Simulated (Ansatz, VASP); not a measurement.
# Ga: VASP beside Ansatz

Contents of INCAR:

```
SYSTEM = Ga
AGGAC = 1.0
AGGAX = 1.0
ALDAC = 0.0
ALDAX = 1.0
ALGO = Normal
EDIFF = 1E-6
ENCUT = 520
GGA = B5
ISIF = 2
ISMEAR = -1
LASPH = .True.
LCHARG = .True.
LELF = .True.
LREAL = .False.
LVHAR = .True.
LWAVE = .False.
NBANDS = 12
NELM = 80
PREC = Accurate
SIGMA = 0.1
```

Contents of KPOINTS:

```
k-points
0
Gamma
  20 20 20
  0 0 0
```

File POSCAR:

```
Ga
1.0
    0.0000000000      2.2399511289      2.2399511289
    2.2399511289      0.0000000000      2.2399511289
    2.2399511289      2.2399511289      0.0000000000
Ga
1
Direct
    0.0000000000      0.0000000000      0.0000000000
```

Input for Ansatz:

```yaml
crystal:
  lattice:
    - [0.0, 2.2399511289, 2.2399511289]
    - [2.2399511289, 0.0, 2.2399511289]
    - [2.2399511289, 2.2399511289, 0.0]
  atoms:
    - { symbol: Ga, position: [0.0, 0.0, 0.0] }
hamiltonian:
  xc: blyp
  pseudopotentials:
    kind: paw
    azcp:
      Ga: "pseudopotentials/Ga.paw.azcp"
basis:
  ecutwfc: 420
  fft_grid_basis: typed
kpoints:
  mp_grid: { grid: [20, 20, 20], shift: [0, 0, 0] }
magnetization:
  spin_polarized: false
scf:
  occupations: { method: fermi_dirac, width: 0.1 }
output:
  stress: true
```

Alike in both runs: task single point; functional BLYP; k mesh 20 × 20 × 20; occupations fermi-dirac, width 0.1 eV; no spin polarisation.

```csv
,VASP,Ansatz
version,VASP 6.6.1,Ansatz 0.2.0
potentials or method,"VASP PAW PBE potentials, release 64 (Ga_d), cutoff 520 eV","plane waves (420 eV) with PAW, scalar-relativistic"
valence electrons in the cell,13,13
```

Ansatz gave:

```
pressure (GPa) : -1.1
```

Question: What did VASP give for the same quantities?

Answer: Pressure (GPa): -1.2.

VASP's potentials were made for PBE, not for BLYP. The functional is the same, so the differences come from potentials, cutoffs and numerics.
